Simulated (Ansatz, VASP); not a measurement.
**One calculation of YbC, two programs**

```
Yb C
1.0
     3.43017    0.00000    0.00000
    -1.71509    2.97062    0.00000
     0.00000    0.00000    3.09850
Yb C
1 1
Direct
  0.00000 0.00000 0.00000
  0.66667 0.33333 0.50000
```

Alike in both runs: task single point; functional PBEsol; k mesh 12 × 12 × 10; occupations gaussian, width 0.05 eV; collinear spin.

|  | VASP | Ansatz |
| --- | --- | --- |
| version | VASP 6.6.1 | Ansatz 0.2.0 |
| potentials or method | VASP PAW PBE potentials, release 64 (Yb, C), cutoff 520 eV | scalar-relativistic, plane waves, PAW |
| valence electrons in the cell | 28 | 28 |

VASP gave:

```
gap on the k mesh at the Fermi level (eV)                     : none
pressure (GPa)                                                : -4.7
traceless stress, the component that is largest in VASP (GPa) : -0.49
net moment per atom (μB)                                      : 0.09
size of the moment on the site where the two differ most (μB) : 0.07
```

Which values does Ansatz return?

gap on the k mesh at the Fermi level (eV): none; pressure (GPa): -4.7; traceless stress, the component that is largest in VASP (GPa): -0.46; net moment per atom (μB): 0.00; size of the moment on the site where the two differ most (μB): 0.00.

VASP's potentials were made for PBE, not for PBEsol. Site moments also hang on the region over which each program counts them. A gap of «none» marks a metal or a gap that the smearing closes. Ansatz's warnings: seeded moment not kept.

Spin-orbit coupling is off throughout.
